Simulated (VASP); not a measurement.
Si3Ge: relaxation of shape and atoms at fixed volume with PBE

Crystal: Si3Ge.

```
Si Ge
1.0
     3.74970    0.00000    0.00000
     0.00000    3.74970    0.00000
     0.00000    0.00000    5.29977
Si Ge
3 1
Direct
  0.50000 0.50000 0.00000
  0.00000 0.50000 0.75577
  0.50000 0.00000 0.24423
  0.00000 0.00000 0.50000
```

```json
{
  "Program": "VASP 6.6.1",
  "Task": "relaxation of shape and atoms at fixed volume",
  "Functional": "PBE",
  "Potentials or basis": "VASP PAW PBE potentials, release 64 (Si, Ge_d)",
  "Cutoff": "600 eV",
  "k mesh": "10 × 10 × 6",
  "Occupations": "gaussian, width 0.02 eV",
  "Spin": "no spin polarisation",
  "Dipole correction": "no",
  "Further INCAR settings": "ALGO = Normal; EDIFF = 1e-06; IBRION = 2; EDIFFG = -0.01; NSW = 50; ISIF = 4"
}
```

* Energy gained by relaxing: 0.0 meV/atom
* Ionic steps: 2
* Pressure after relaxing: 13.6 GPa
* Band gap on the k mesh: 0.11 eV (least direct gap 0.42 eV)

Final structure:
```
Si Ge
1.0
     3.74999    0.00000    0.00000
     0.00000    3.74999    0.00000
     0.00000    0.00000    5.29896
Si Ge
3 1
Direct
  0.50000 0.50000 0.00000
  0.00000 0.50000 0.75566
  0.50000 0.00000 0.24434
  0.00000 0.00000 0.50000
```

Levels at points of the mesh, in eV from the valence-band top:
```csv
k point,band 11,band 12,band 13,band 14,band 15,band 16
"(0.00, 0.00, 0.00)",-0.09,0.00,0.00,0.42,0.65,2.57
"(0.50, 0.00, 0.00)",-4.18,-1.67,-1.39,2.19,2.68,4.81
"(0.50, 0.50, 0.00)",-3.22,-3.22,-3.18,0.11,0.61,0.61
"(0.00, 0.00, 0.50)",-2.30,-2.03,-2.03,0.78,1.13,3.09
"(0.50, 0.00, 0.50)",-1.39,-1.35,-1.20,1.32,1.80,3.14
"(0.50, 0.50, 0.50)",-4.38,-4.38,-4.26,4.15,4.38,4.38
```

Run time: 44 s on 1 thread of AMD EPYC 9R45 96-Core Processor (Zen 5), on a shared host, peak memory 0.24 GiB.

A k mesh can miss the band edges.
